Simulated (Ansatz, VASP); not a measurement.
## Lu in VASP and in Ansatz

```
Lu
1.0
     3.50310    0.00000    0.00000
    -1.75155    3.03377    0.00000
     0.00000    0.00000    5.60641
Lu
2
Direct
  0.66667 0.33333 0.75000
  0.33333 0.66667 0.25000
```

Alike in both runs: functional PBE; k mesh 7 × 7 × 4; occupations fermi-dirac, width 0.05 eV; no spin polarisation.

|  | VASP | Ansatz |
| --- | --- | --- |
| version | VASP 6.6.1 | Ansatz 0.2.0 |
| potentials or method | VASP PAW PBE potentials, release 64 (Lu) | Ansatz PAW |
| plane-wave cutoff (eV) | 520 | 420 |
| valence electrons in the cell | 50 | 50 |
| task | single point | band structure |

VASP gave:

| Property | Result |
| --- | --- |
| gap on the k mesh at the Fermi level (eV) | none |
| pressure (GPa) | -2.3 |
| traceless stress, the component that is largest in VASP (GPa) | -1.48 |

Problem. Which values does Ansatz return?

Solution. gap on the k mesh at the Fermi level (eV): none; pressure (GPa): -1.2; traceless stress, the component that is largest in VASP (GPa): -1.48.

A gap of «none» marks a metal or a gap that the smearing closes. The functional is the same, so the differences come from potentials, cutoffs and numerics.

Spin-orbit coupling is off throughout.
